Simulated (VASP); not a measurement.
Input of a VASP 6.6.1 run:

File POSCAR:

```
MgI2
1.0
    4.1566377674      0.0000000000      0.0000000000
   -2.0783188837      3.5997539009      0.0000000000
    0.0000000000      0.0000000000      6.8756118848
Mg I
1 2
Direct
    0.0000000000      0.0000000000      0.0000000000
    0.3333333333      0.6666666667      0.2425739818
    0.6666666667      0.3333333333      0.7574260182
```

File INCAR.step1:

```
SYSTEM = MgI2
PREC     = Accurate       ! precision mode
ENCUT    = 520            ! plane-wave cutoff, eV
EDIFF    = 1E-5           ! SCF threshold, eV
ISMEAR   = 0              ! smearing method
SIGMA    = 0.01           ! smearing width, eV
LREAL    = .False.        ! projectors in reciprocal space
LASPH    = .True.         ! aspherical terms in the spheres
NELM     = 80             ! most SCF steps
ALGO     = Normal         ! electronic algorithm
ISIF     = 2              ! what is computed and relaxed
LWAVE    = .True.         ! write WAVECAR
LCHARG   = .False.        ! write CHGCAR
NBANDS   = 15             ! bands
GGA      = PE             ! functional
```

INCAR.step2

```
SYSTEM = MgI2
PREC     = Accurate       ! precision mode
ENCUT    = 520            ! plane-wave cutoff, eV
EDIFF    = 1E-7           ! SCF threshold, eV
ISMEAR   = 0              ! smearing method
SIGMA    = 0.01           ! smearing width, eV
LREAL    = .False.        ! projectors in reciprocal space
LASPH    = .True.         ! aspherical terms in the spheres
NELM     = 80             ! most SCF steps
ALGO     = Normal         ! electronic algorithm
ISIF     = 2              ! what is computed and relaxed
LWAVE    = .False.        ! write WAVECAR
LCHARG   = .False.        ! write CHGCAR
GGA      = PE             ! functional
LHFCALC  = .True.         ! exact exchange
HFSCREEN = 0.2079         ! screening, 1/A
PRECFOCK = Normal       
NBANDS   = 15             ! bands
ISTART   = 1
```

Contents of KPOINTS:

```
regular mesh
0
Gamma
  6 6 2
  0 0 0
```

Potentials or basis: VASP PAW PBE potentials, release 64 (Mg, I).

Command:

```console
$ cat potpaw_PBE.64/Mg/POTCAR potpaw_PBE.64/I/POTCAR > POTCAR
$ cp INCAR.step1 INCAR
$ mpirun -np 1 vasp_std > vasp.out
$ cp INCAR.step2 INCAR
$ mpirun -np 1 vasp_std > vasp.out
```

Problem. Predict the band gap on the k mesh.

Solution. 4.48 eV (least direct gap 4.67 eV).

Problem. Estimate the pressure.

Solution. 0.3 GPa.

Problem. Estimate the largest force.

Solution. 0.127 eV/Å.

Forces in eV/Å, atoms in the order of the input:
```
Mg   0.000  0.000  0.000
I    0.000  0.000 -0.127
I    0.000  0.000  0.127
```

Caveat: the k points lie up to 0.46 Å⁻¹ apart; the PAW data sets were made with another functional, which shifts forces and pressure a little; spin-orbit coupling is left out, which moves the levels of the heavy elements; this functional lacks dispersion, which binds layers or chains, so the pressure and a relaxed spacing across them are unreliable. A k mesh can miss the band edges.
